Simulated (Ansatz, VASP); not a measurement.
**AlN in VASP and in Ansatz**

POSCAR

```
AlN
1.0
    0.0000000000      2.0188684513      2.0188684513
    1.9583023977      0.0000000000      2.0188684513
    1.9583023977      2.0188684513      0.0000000000
Al N
1 1
Direct
    0.0000000000      0.0000000000      0.0000000000
    0.5000000000      0.5000000000      0.5000000000
```

Contents of INCAR.step1:

```
SYSTEM = AlN
PREC = Accurate
ENCUT = 520
ISMEAR = 0
SIGMA = 0.01
LREAL = .False.
LASPH = .True.
NELM = 80
NBANDS = 11
GGA = PE
ALGO = Normal
EDIFF = 1E-4
LWAVE = .True.
LCHARG = .False.
```

The input INCAR.step2:

```
SYSTEM = AlN
PREC = Accurate
ENCUT = 520
EDIFF = 1E-7
ISMEAR = 0
SIGMA = 0.01
LREAL = .False.
LASPH = .True.
NELM = 80
ALGO = Normal
ISIF = 2
LWAVE = .False.
LCHARG = .False.
METAGGA = R2SCAN
LMIXTAU = .True.
NBANDS = 11
ISTART = 1
```

Contents of KPOINTS:

```
Automatic mesh
0
Gamma
  10 10 10
  0 0 0
```

Input for Ansatz:

```yaml
crystal:
  lattice:
    - [0.0, 2.0188684513, 2.0188684513]
    - [1.9583023977, 0.0, 2.0188684513]
    - [1.9583023977, 2.0188684513, 0.0]
  atoms:
    - { symbol: Al, position: [0.0, 0.0, 0.0] }
    - { symbol: "N", position: [0.5, 0.5, 0.5] }
kpoints:
  mp_grid: { grid: [10, 10, 10] }
  band_path:
    path:
      - [0.0, 0.0, 0.0]
      - [0.5, 0.0, 0.5]
      - [0.625, 0.25, 0.625]
      - [0.375, 0.375, 0.75]
      - [0.5, 0.5, 0.5]
      - [0.5, 0.25, 0.75]
    npoints: 1
hamiltonian:
  xc: r2scan
scf:
  occupations: { method: fixed }
  n_extra_bands: 4
output:
  forces: true
  stress: true
  eigenvalues: true
```

Change from the starting cell: uniaxial_x strain -3.0%.

Alike in both runs: task single point; functional r2SCAN; k mesh 10 × 10 × 10; no spin polarisation.

|  | VASP | Ansatz |
| --- | --- | --- |
| version | VASP 6.6.1 | Ansatz 0.2.0 |
| potentials or method | VASP PAW PBE potentials, release 64 (Al, N) | plane waves, PAW |
| plane-wave cutoff (eV) | 520 | 500 |
| occupations | gaussian, width 0.01 eV | fixed |
| valence electrons in the cell | 8 | 8 |

```csv
,VASP,Ansatz,Ansatz less VASP
gap on the k mesh at the Fermi level (eV),5.59,5.58,-0.004
pressure (GPa),8.6,9.4,+0.83
"traceless stress, the component that is largest in VASP (GPa)",7.48,7.34,-0.138
```

VASP's potentials were made for PBE, not for r2SCAN.
